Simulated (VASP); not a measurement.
GdN: single point with PBE

The system is GdN.

```xyz
4
Lattice="4.2975 0.0000 0.0000 0.0000 4.2975 0.0000 0.0000 0.0000 3.5651" Properties=species:S:1:pos:R:3 pbc="T T T"
Gd    2.1488    0.0000    0.8861
Gd    0.0000    2.1488    2.6790
N     0.0000    0.0000    0.0000
N     2.1488    2.1488    0.0000
```

| Quantity | Value |
| --- | --- |
| Program | VASP 6.6.1 |
| Task | single point |
| Functional | PBE |
| Potentials or basis | VASP PAW PBE potentials, release 64 (Gd, N) |
| Cutoff | 520 eV |
| k mesh | 8 × 8 × 10 |
| Occupations | gaussian, width 0.05 eV |
| Spin | collinear spin, ferromagnetic start |
| Starting moments | [7.46, 7.46, 0.0, 0.0] μB |
| Dipole correction | no |
| Further INCAR settings | ALGO = Normal; EDIFF = 1e-07; NBANDS = 35 |

```
Pressure                                              : 0.3 GPa
Largest force                                         : 0.019 eV/Å
Band gap on the k mesh                                : 0.43 eV (least direct gap 0.67 eV)
Net moment                                            : 14.00 μB per cell
Site moments                                          : Gd +6.77; N -0.03 μB
Valence electrons inside the program's atomic spheres : Gd 15.30; N 3.65
```

Forces on the atoms (eV/Å):
```
Gd   0.000  0.000  0.019
Gd   0.000  0.000 -0.019
N    0.000  0.000  0.000
N    0.000  0.000  0.000
```

Stress tensor (GPa, compression positive):
```
0.42 0.00 0.00
0.00 0.42 0.00
0.00 0.00 0.11
```

Levels at points of the mesh, in eV from the valence-band top:
Spin up:
```
           k point  band 27  band 28  band 29  band 30  band 31  band 32  band 33  band 34
(0.00, 0.00, 0.00)    -2.29    -1.51    -0.24    -0.24     0.43     1.10     3.01     4.00
(0.50, 0.00, 0.00)    -1.89    -1.89    -1.24    -1.24     1.00     1.00     3.14     3.14
(0.50, 0.50, 0.00)    -1.71    -1.71    -0.31    -0.31     1.10     1.10     1.64     1.64
(0.00, 0.00, 0.50)    -2.97    -2.97    -1.18    -1.18     3.29     3.68     4.07     4.07
(0.50, 0.00, 0.50)    -2.79    -2.79    -1.87    -1.87     3.43     3.43     4.16     4.16
(0.50, 0.50, 0.50)    -2.24    -2.24    -1.39    -1.39     2.34     2.34     3.05     3.05
```
Spin down:
```
           k point  band 13  band 14  band 15  band 16  band 17  band 18  band 19  band 20
(0.00, 0.00, 0.00)    -1.97    -1.43    -0.86    -0.86     0.67     1.42     1.47     1.47
(0.50, 0.00, 0.00)    -1.79    -1.79    -1.65    -1.65     1.20     1.20     1.47     1.47
(0.50, 0.50, 0.00)    -1.92    -1.92    -1.09    -1.09     1.25     1.25     1.64     1.64
(0.00, 0.00, 0.50)    -2.71    -2.71    -1.64    -1.64     1.46     1.49     1.49     1.52
(0.50, 0.00, 0.50)    -2.74    -2.74    -2.18    -2.18     1.48     1.48     1.58     1.58
(0.50, 0.50, 0.50)    -2.35    -2.35    -1.75    -1.75     1.51     1.51     1.56     1.56
```

Run time: 56 min on 1 thread of Intel Xeon 8259CL (shared host), peak memory 0.45 GiB.

Caveat: spin-orbit coupling is left out, which moves the levels of the heavy elements; semilocal functionals describe open f shells poorly, which spoils levels, moments and volumes. A k mesh can miss the band edges.
